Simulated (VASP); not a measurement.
A run of VASP 6.6.1:

INCAR

```
SYSTEM = AgCl
PREC = Accurate ; ENCUT = 520
EDIFF = 1E-6 ; ISMEAR = 0
SIGMA = 0.05 ; LREAL = .False.
LASPH = .True. ; NELM = 100
ALGO = Normal ; ISIF = 2
LWAVE = .False. ; LCHARG = .False.
GGA = PS ; NBANDS = 16
```

The input KPOINTS:

```
regular mesh
0
Gamma
  12 12 12
  0 0 0
```

POSCAR

```
AgCl
1.0
    3.3607666975     -0.0298373153     -0.0298373153
   -0.0298373153      3.3607666975     -0.0298373153
   -0.0298373153     -0.0298373153      3.3607666975
Ag Cl
1 1
Direct
    0.0000000000      0.0000000000      0.0000000000
    0.5000000000      0.5000000000      0.5000000000
```

Potentials or basis: VASP PAW PBE potentials, release 64 (Ag, Cl).

Launch:

```console
$ cat potpaw_PBE.64/Ag/POTCAR potpaw_PBE.64/Cl/POTCAR > POTCAR
$ mpirun -np 1 vasp_std > vasp.out
```

Hardware: 1 thread of AMD EPYC 7571, on a shared host.

Question: Estimate the wall time of this run.

Answer: Wall time 2.6 min on 1 thread of AMD EPYC 7571, on a shared host, peak memory 0.21 GiB. Counts: scf iterations 12, k points 189.
